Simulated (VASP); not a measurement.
# NaCl (Imm2) in VASP: further runs, part 2 of 3

VASP 6.6.1.

### 4 Single point, PBE (all Cl atoms moved -0.150 Å, as atom 2 along Cartesian [1 -1 0])

INCAR reads:

```
SYSTEM = NaCl
ALGO = Normal
EDIFF = 1E-6
ENCUT = 520
GGA = PE
ISIF = 2
ISMEAR = 0
LASPH = .TRUE.
LCHARG = .TRUE.
LELF = .TRUE.
LREAL = .FALSE.
LVHAR = .TRUE.
LWAVE = .FALSE.
NBANDS = 14
NELM = 100
PREC = Accurate
SIGMA = 0.05
```

KPOINTS reads:

```
k-points
0
G
  8 8 8
  0 0 0
```

POSCAR reads:

```
NaCl
1.0
    0.0000000000      2.8317500000      2.8317500000
    2.8317500000      0.0000000000      2.8317500000
    2.8317500000      2.8317500000      0.0000000000
Na Cl
1 1
Direct
    0.0000000000      0.0000000000      0.0000000000
    0.5374559962      0.4625440038      0.5000000000
```

Potentials or basis: VASP PAW PBE potentials, release 64 (Na_pv, Cl).

Launch:

```bash
$ cat potpaw_PBE.64/Na_pv/POTCAR potpaw_PBE.64/Cl/POTCAR > POTCAR
$ mpirun -np 1 vasp_std > vasp.out
```

OUTCAR:

```text
SYSTEM = NaCl
   EDIFF = 1E-6
   ENCUT = 520
   GGA = PE
   ISIF = 2
   ISMEAR = 0
   LASPH = .TRUE.
   LREAL = .FALSE.
   NELM = 100
   PREC = Accurate

 ion  position               nearest neighbor table
   1  0.000  0.000  0.000-   2 2.73   2 2.73
   2  0.537  0.463  0.500-   1 2.73   1 2.73

  LATTYP: Found a face centered cubic cell.
 ALAT       =     5.6635000000

  Lattice vectors:

 A1 = (   0.0000000000,   2.8317500000,   2.8317500000)
 A2 = (   2.8317500000,   0.0000000000,   2.8317500000)
 A3 = (   2.8317500000,   2.8317500000,   0.0000000000)

Analysis of symmetry for initial positions (statically):
=====================================================================
 Subroutine PRICEL returns:
 Original cell was already a primitive cell.

 Routine SETGRP: Setting up the symmetry group for a
 face centered cubic supercell.

 Subroutine GETGRP returns: Found  4 space group operations
 (whereof  4 operations were pure point group operations)
 out of a pool of 48 trial point group operations.

The static configuration has the point symmetry C_2v.

Analysis of symmetry for dynamics (positions and initial velocities):
=====================================================================
 Subroutine PRICEL returns:
 Original cell was already a primitive cell.

 Routine SETGRP: Setting up the symmetry group for a
 face centered cubic supercell.

 Subroutine GETGRP returns: Found  4 space group operations
 (whereof  4 operations were pure point group operations)
 out of a pool of 48 trial point group operations.

The dynamic configuration has the point symmetry C_2v.

 Subroutine INISYM returns: Found  4 space group operations
 (whereof  4 operations are pure point group operations),
 and found     1 'primitive' translations

----------------------------------------------------------------------------------------

                                     Primitive cell

  volume of cell :      45.4145

  direct lattice vectors                    reciprocal lattice vectors
     0.000000000  2.831750000  2.831750000    -0.176569259  0.176569259  0.176569259
     2.831750000  0.000000000  2.831750000     0.176569259 -0.176569259  0.176569259
     2.831750000  2.831750000  0.000000000     0.176569259  0.176569259 -0.176569259

  length of vectors
     4.004699255  4.004699255  4.004699255     0.305826928  0.305826928  0.305826928

  position of ions in fractional coordinates (direct lattice)
     0.000000000  0.000000000  0.000000000
     0.537455996  0.462544004  0.500000000

  ion indices of the primitive-cell ions
   primitive index   ion index
                 1           1
                 2           2

----------------------------------------------------------------------------------------

 KPOINTS: k-points

Automatic generation of k-mesh.
 Grid dimensions read from file:
 generate k-points for:    8    8    8

 Generating k-lattice:

  Cartesian coordinates                     Fractional coordinates (reciprocal lattice)
    -0.022071157  0.022071157  0.022071157     0.125000000  0.000000000  0.000000000
     0.022071157 -0.022071157  0.022071157     0.000000000  0.125000000  0.000000000
     0.022071157  0.022071157 -0.022071157     0.000000000  0.000000000  0.125000000

  Length of vectors
     0.038228366  0.038228366  0.038228366

  Shift w.r.t. Gamma in fractional coordinates (k-lattice)
[... 36 lines left out ...]
   total plane-waves  NPLWV =  27000
   dimension x,y,z NGX =    30 NGY =   30 NGZ =   30
   dimension x,y,z NGXF=    60 NGYF=   60 NGZF=   60
   ions per type =               1   1
   NGX,Y,Z   is equivalent  to a cutoff of  12.45, 12.45, 12.45 a.u.
   NGXF,Y,Z  is equivalent  to a cutoff of  24.91, 24.91, 24.91 a.u.
 SYSTEM =  NaCl
   PREC   = accura    normal or accurate (medium, high low for compatibility)
   ISTART =      0    job   : 0-new  1-cont  2-samecut
   ICHARG =      2    charge: 1-file 2-atom 10-const
   ISPIN  =      1    spin polarized calculation?
   LNONCOLLINEAR =      F non collinear calculations
   LSORBIT =      F    spin-orbit coupling
   LASPH  =      T    aspherical Exc in radial PAW
   ENCUT  =  520.0 eV  38.22 Ry    6.18 a.u.   7.45  7.45  7.45*2*pi/ulx,y,z
   NELM   =    100;   NELMIN=  2; NELMDL= -5     # of ELM steps
   EDIFF  = 0.1E-05   stopping-criterion for ELM
   LREAL  =      F    real-space projection
   EDIFFG = 0.1E-04   stopping-criterion for IOM
   NSW    =      0    number of steps for IOM
   IBRION =     -1    ionic relax: 0-MD 1-quasi-New 2-CG
   NFREE  =      0    steps in history (QN), initial steepest desc. (CG)
   ISIF   =      2    stress and relaxation
   ISYM   =      2    0-nonsym 1-usesym 2-fastsym
   POTIM  = 0.5000    time-step for ionic-motion
   TEBEG  =    0.0;   TEEND  =   0.0 temperature during run
   PSTRESS=    0.0 pullay stress
   NELECT =      14.0000    total number of electrons
   NUPDOWN=      -1.0000    fix difference up-down
   EMIN   =  10.00;   EMAX   =-10.00  energy-range for DOS
   EFERMI =   0.00;   METHOD = LEGACY
   ISMEAR =     0;   SIGMA  =   0.05  broadening in eV -4-tet -1-fermi 0-gaus
   EFERMI_NEDOS =   21; number of points for ismear=-14 and -15
   IALGO  =     38    algorithm
   IMIX   =      4    mixing-type and parameters
     AMIX     =   0.40;   BMIX     =  1.00
     AMIX_MAG =   1.60;   BMIX_MAG =  1.00
  volume/ion in A,a.u.               =      22.71       153.24
  Fermi-wavevector in a.u.,A,eV,Ry     =   1.105909  2.089864 16.640388  1.223034
  Thomas-Fermi vector in A             =   2.242402
   LORBIT       =      0    0 simple, 1 ext, 2 COOP (PROOUT), +10 PAW based schemes
   GGA     = PE    functional components
   LHFCALC =     F    Hartree Fock is set to
   AEXX    =    0.0000 exact exchange contribution
   IVDW    =     0    specifies the selected vdW correction
   LEPSILON=     F    determine dielectric tensor
   LRPA    =     F    only Hartree local field effects (RPA)
 non-spin polarized calculation
 Gauss-broadening in eV      SIGMA  =   0.05
  energy-cutoff  :      520.00
  volume of cell :       45.41
 maximum number of plane-waves:      1243
 NGX is ok and might be reduce to    30
   NGX = 15   NGY = 15   NGZ = 15

 number of electron      13.9999994 magnetization

 Free energy of the ion-electron system (eV)
  ---------------------------------------------------
  ext. energy  EPLUGINS =         0.00000000
  ---------------------------------------------------
  free energy    TOTEN  =        -6.76206527 eV

  energy without entropy =       -6.76206527  energy(sigma->0) =       -6.76206527

 E-fermi :  -0.5416     XC(G=0):  -8.1090

 val. band max:       -0.8056550075   @ k =   0.0000   0.0000   0.0000
 cond. band min:       4.2562245067   @ k =   0.0000   0.0000   0.0000
 fundamental gap:      5.0618795142
 Fermi energy:        -0.5416421429

 k-point     1 :       0.0000    0.0000    0.0000
  band No.  band energies     occupation
      1     -21.6394      2.00000
      2     -21.6379      2.00000
      3     -21.6376      2.00000
      4     -13.4370      2.00000
      5      -0.8154      2.00000
      6      -0.8065      2.00000
      7      -0.8057      2.00000
      8       4.2562      0.00000
      9      10.2993      0.00000
     10      10.3120      0.00000
     11      10.3298      0.00000
     12      12.4649      0.00000
     13      12.4848      0.00000
     14      14.0104      0.00000
[... 377 lines left out ...]
      1     -21.6631      2.00000
      2     -21.6428      2.00000
      3     -21.6397      2.00000
      4     -13.1222      2.00000
      5      -2.5050      2.00000
      6      -1.2698      2.00000
      7      -1.0709      2.00000
      8       6.8143      0.00000
      9       9.2560      0.00000
     10       9.7230      0.00000
     11      10.4532      0.00000
     12      13.5533      0.00000
     13      14.9972      0.00000
     14      15.2190      0.00000

 [... further k-points ...]

------------------------ aborting loop because EDIFF is reached ----------------------------------------

  FORCE on cell =-STRESS in cart. coord.  units (eV):
  Direction    XX          YY          ZZ          XY          YZ          ZX
  --------------------------------------------------------------------------------------
  -------------------------------------------------------------------------------------
  Total        0.2206295      0.2206295      0.0992888      0.0258456      0.0000000      0.0000000
  in kB        7.7835793      7.7835793      3.5028065      0.9118068      0.0000000      0.0000000
  external PRESSURE =       6.3566550 kB  Pullay stress =       0.0000000 kB

 VOLUME and BASIS-vectors are now :
 -----------------------------------------------------------------------------
  energy-cutoff  :      520.00
  volume of cell :       45.41
      direct lattice vectors                 reciprocal lattice vectors
     0.000000000  2.831750000  2.831750000    -0.176569259  0.176569259  0.176569259
     2.831750000  0.000000000  2.831750000     0.176569259 -0.176569259  0.176569259
     2.831750000  2.831750000  0.000000000     0.176569259  0.176569259 -0.176569259

 POSITION                                       TOTAL-FORCE (eV/Angst)
 -----------------------------------------------------------------------------------
      0.00000      0.00000      0.00000        -0.140688      0.140688      0.000000
      2.72568      2.93782      2.83175         0.140688     -0.140688      0.000000
 -----------------------------------------------------------------------------------
    total drift:                               -0.000305      0.000305      0.000000

  FREE ENERGIE OF THE ION-ELECTRON SYSTEM (eV)
  ---------------------------------------------------
  free  energy   TOTEN  =        -6.7620652724 eV

  energy  without entropy=       -6.7620652724  energy(sigma->0) =       -6.76206527
```

Run time: 1.8 min. Hardware: 1 thread of Intel Xeon 8259CL, shared host; peak memory 0.19 GiB.

What came out:

| Item | Value |
| --- | --- |
| Free energy | -6.7621 eV |
| Pressure | 0.6 GPa |
| Largest force | 0.199 eV/Å |
| Band gap on the k mesh | 5.06 eV |

Forces in eV/Å, atoms in the order of the input:
```
Na  -0.141  0.141  0.000
Cl   0.141 -0.141  0.000
```

Levels at points of the mesh, in eV from the valence-band top:
```csv
k point,band 4,band 5,band 6,band 7,band 8,band 9,band 10,band 11
"(0.00, 0.00, 0.00)",-12.63,-0.01,0.00,0.00,5.06,11.11,11.12,11.14
"(0.50, 0.00, 0.00)",-12.31,-1.88,-0.26,-0.25,7.26,10.48,10.95,10.98
"(0.00, 0.00, 0.50)",-12.31,-1.89,-0.26,-0.25,7.25,10.43,10.94,11.05
"(0.50, 0.50, 0.00)",-12.26,-1.62,-0.59,-0.58,7.49,8.10,11.24,14.63
"(0.00, 0.50, 0.50)",-12.26,-1.62,-0.58,-0.58,7.49,8.10,11.23,14.67
```

Caveat: the cell differs from its parent crystal (all Cl atoms moved -0.150 Å, as atom 2 along Cartesian [1 -1 0]). A k mesh can miss the band edges.

### 5 Single point, PBE (all Cl atoms moved +0.263 Å, as atom 2 along Cartesian [1 -1 0])

INCAR reads:

```
PREC = Accurate
ENCUT = 520
EDIFF = 1E-7
ISMEAR = 0
SIGMA = 0.05
LREAL = F
LASPH = T
NELM = 100
ALGO = Normal
ISIF = 2
LWAVE = F
LCHARG = F
GGA = PE
NBANDS = 14
```

KPOINTS reads:

```
Automatic mesh
0
Gamma
  8 8 8
```

Edit POSCAR of step 4 so:

```diff
@@ -9,2 +9,2 @@
     0.0000000000      0.0000000000      0.0000000000
-    0.5374559962      0.4625440038      0.5000000000
+    0.4344520067      0.5655479933      0.5000000000
```

Potentials or basis: VASP PAW PBE potentials, release 64 (Na_pv, Cl).

Launch:

```bash
$ cat potpaw_PBE.64/Na_pv/POTCAR potpaw_PBE.64/Cl/POTCAR > POTCAR
$ mpirun -np 1 vasp_std > vasp.out
```

OUTCAR:

```text
PREC = Accurate
   ENCUT = 520
   EDIFF = 1E-7
   ISMEAR = 0
   LREAL = F
   LASPH = T
   NELM = 100
   ISIF = 2
   GGA = PE

 ion  position               nearest neighbor table
   1  0.000  0.000  0.000-   2 2.65   2 2.65
   2  0.434  0.566  0.500-   1 2.65   1 2.65

  LATTYP: Found a face centered cubic cell.
 ALAT       =     5.6635000000

  Lattice vectors:

 A1 = (   0.0000000000,   2.8317500000,   2.8317500000)
 A2 = (   2.8317500000,   0.0000000000,   2.8317500000)
 A3 = (   2.8317500000,   2.8317500000,   0.0000000000)

Analysis of symmetry for initial positions (statically):
=====================================================================
 Subroutine PRICEL returns:
 Original cell was already a primitive cell.

 Routine SETGRP: Setting up the symmetry group for a
 face centered cubic supercell.

 Subroutine GETGRP returns: Found  4 space group operations
 (whereof  4 operations were pure point group operations)
 out of a pool of 48 trial point group operations.

The static configuration has the point symmetry C_2v.

[... 173 lines left out ...]
      4     -13.4431      2.00000
      5      -0.8399      2.00000
      6      -0.8135      2.00000
      7      -0.8109      2.00000
      8       4.2571      0.00000
      9      10.2893      0.00000
     10      10.3298      0.00000
     11      10.3810      0.00000
     12      12.4976      0.00000
     13      12.5580      0.00000
     14      13.9655      0.00000
[... 377 lines left out ...]
      1     -21.6483      2.00000
      2     -21.6261      2.00000
      3     -21.6220      2.00000
      4     -13.1297      2.00000
      5      -2.5027      2.00000
      6      -1.2716      2.00000
      7      -1.0914      2.00000
      8       6.8262      0.00000
      9       9.2014      0.00000
     10       9.7804      0.00000
     11      10.4646      0.00000
     12      13.5501      0.00000
     13      14.9305      0.00000
     14      15.1999      0.00000

 [... further k-points ...]

------------------------ aborting loop because EDIFF is reached ----------------------------------------

  FORCE on cell =-STRESS in cart. coord.  units (eV):
  Direction    XX          YY          ZZ          XY          YZ          ZX
  --------------------------------------------------------------------------------------
  -------------------------------------------------------------------------------------
  Total        0.4398207      0.4398207      0.0676184      0.0862820      0.0000000      0.0000000
  in kB       15.5164193     15.5164193      2.3855089      3.0439399      0.0000000      0.0000000
  external PRESSURE =      11.1394491 kB  Pullay stress =       0.0000000 kB

 VOLUME and BASIS-vectors are now :
 -----------------------------------------------------------------------------
  energy-cutoff  :      520.00
  volume of cell :       45.41
      direct lattice vectors                 reciprocal lattice vectors
     0.000000000  2.831750000  2.831750000    -0.176569259  0.176569259  0.176569259
     2.831750000  0.000000000  2.831750000     0.176569259 -0.176569259  0.176569259
     2.831750000  2.831750000  0.000000000     0.176569259  0.176569259 -0.176569259

 POSITION                                       TOTAL-FORCE (eV/Angst)
 -----------------------------------------------------------------------------------
      0.00000      0.00000      0.00000         0.258770     -0.258770      0.000000
      3.01737      2.64613      2.83175        -0.258770      0.258770      0.000000
 -----------------------------------------------------------------------------------
    total drift:                               -0.000025      0.000025      0.000000

  FREE ENERGIE OF THE ION-ELECTRON SYSTEM (eV)
  ---------------------------------------------------
  free  energy   TOTEN  =        -6.7304893095 eV

  energy  without entropy=       -6.7304893095  energy(sigma->0) =       -6.73048931
```

Run time: 80 s. Hardware: 1 thread of Intel Xeon 8259CL, shared host; peak memory 0.2 GiB.

Results:

```
Free energy            : -6.7305 eV
Pressure               : 1.1 GPa
Largest force          : 0.366 eV/Å
Band gap on the k mesh : 5.07 eV
```

Forces on the atoms (eV/Å):
```
Na   0.259 -0.259  0.000
Cl  -0.259  0.259  0.000
```

Levels at points of the mesh, in eV from the valence-band top:
| k point | band 4 | band 5 | band 6 | band 7 | band 8 | band 9 | band 10 | band 11 |
| --- | --- | --- | --- | --- | --- | --- | --- | --- |
| (0.00, 0.00, 0.00) | -12.63 | -0.03 | 0.00 | 0.00 | 5.07 | 11.10 | 11.14 | 11.19 |
| (0.50, 0.00, 0.00) | -12.31 | -1.87 | -0.28 | -0.25 | 7.28 | 10.41 | 10.96 | 11.05 |
| (0.00, 0.00, 0.50) | -12.31 | -1.89 | -0.26 | -0.24 | 7.25 | 10.31 | 10.95 | 11.21 |
| (0.50, 0.50, 0.00) | -12.26 | -1.62 | -0.60 | -0.58 | 7.49 | 8.12 | 11.25 | 14.57 |
| (0.00, 0.50, 0.50) | -12.26 | -1.62 | -0.59 | -0.58 | 7.48 | 8.11 | 11.24 | 14.67 |

Caveat: the cell differs from its parent crystal (all Cl atoms moved +0.263 Å, as atom 2 along Cartesian [1 -1 0]).

(Part 2 of 3 ends here.)
